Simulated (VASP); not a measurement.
Set up this calculation in VASP 6.6.1, as the native input.

- Task: single point
- Functional: PBE
- Potentials or basis: VASP PAW PBE potentials, release 64 (Ir, Pt)
- Cutoff: 520 eV
- k mesh: 12 × 12 × 4
- Occupations: gaussian, width 0.1 eV
- Spin: no spin polarisation
- Dipole correction: no
- Further INCAR settings: ALGO = Fast; EDIFF = 1e-07; NBANDS = 31

The structure of Ir4Pt lies in POSCAR:

```
Ir4Pt
1.0
    2.7564803803      0.0000000000      0.0000000000
   -1.3782401902      2.3871820344      0.0000000000
    0.0000000000      0.0000000000     11.2040382835
Ir Pt
4 1
Direct
    0.3333333333      0.6666666667      0.7957608333
    0.3333333333      0.6666666667      0.3997966258
    0.6666666667      0.3333333333      0.2042391667
    0.6666666667      0.3333333333      0.6002033742
    0.0000000000      0.0000000000      0.0000000000
```

The cell was generated, and may not be a known phase.

These files were run (other wordings do the same):

INCAR

```
PREC = Accurate ; ENCUT = 520
EDIFF = 1E-7 ; ISMEAR = 0
SIGMA = 0.1 ; LREAL = F
LASPH = T ; NELM = 100
ALGO = Fast ; ISIF = 2
LWAVE = F ; LCHARG = T
GGA = PE ; LELF = T
LVHAR = T ; NBANDS = 31
```

KPOINTS

```
regular mesh
0
Gamma
  12 12 4
```

Potentials or basis: VASP PAW PBE potentials, release 64 (Ir, Pt).

Run with:

```sh
$ cat potpaw_PBE.64/Ir/POTCAR potpaw_PBE.64/Pt/POTCAR > POTCAR
$ mpirun -np 1 vasp_std > vasp.out
```

It gave:

The pressure is 0.2 GPa and the largest force is 0.035 eV/Å. The band gap on the k mesh is zero (bands 23 and 24 overlap by 2.55 eV).

Caveat: spin-orbit coupling is left out, which moves the levels of the heavy elements.

Wall time 100 s on 1 thread of Intel(R) Xeon(R) 6975P-C (Granite Rapids), with other jobs on the host, peak memory 0.3 GiB.
